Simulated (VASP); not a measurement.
A run of VASP 6.6.1 is set up as follows.

INCAR

```
PREC = Accurate
ENCUT = 520
EDIFF = 1E-7
ISMEAR = -1
SIGMA = 0.05
LREAL = F
LASPH = T
NELM = 80
ALGO = Normal
ISIF = 2
LWAVE = F
LCHARG = F
NBANDS = 20
```

KPOINTS

```
regular mesh
0
Gamma
  10 10 2
```

POSCAR

```
MoS2
1.0
    3.1627554646      0.0000000000      0.0000000000
   -1.5813777323      2.7390265783      0.0000000000
    0.0000000000      0.0000000000     17.2182568475
Mo S
1 2
Direct
    0.0000000000      0.0000000000      0.0000000000
    0.3333333333      0.6666666667      0.9105070200
    0.3333333333      0.6666666667      0.0894929800
```

Potentials or basis: VASP PAW LDA potentials, release 64 (Mo_sv, S).

The run is started by

```bash
$ cat potpaw_LDA.64/Mo_sv/POTCAR potpaw_LDA.64/S/POTCAR > POTCAR
$ mpirun -np 1 vasp_std > vasp.out
```

Q: What does it give for the band gap on the k mesh?

A: 1.80 eV, indirect (least direct gap 1.99 eV).

Q: Predict the largest force.

A: 0.042 eV/Å.

Forces in eV/Å, atoms in the order of the input:
```
Mo   0.000  0.000  0.000
S    0.000  0.000  0.042
S    0.000  0.000 -0.042
```
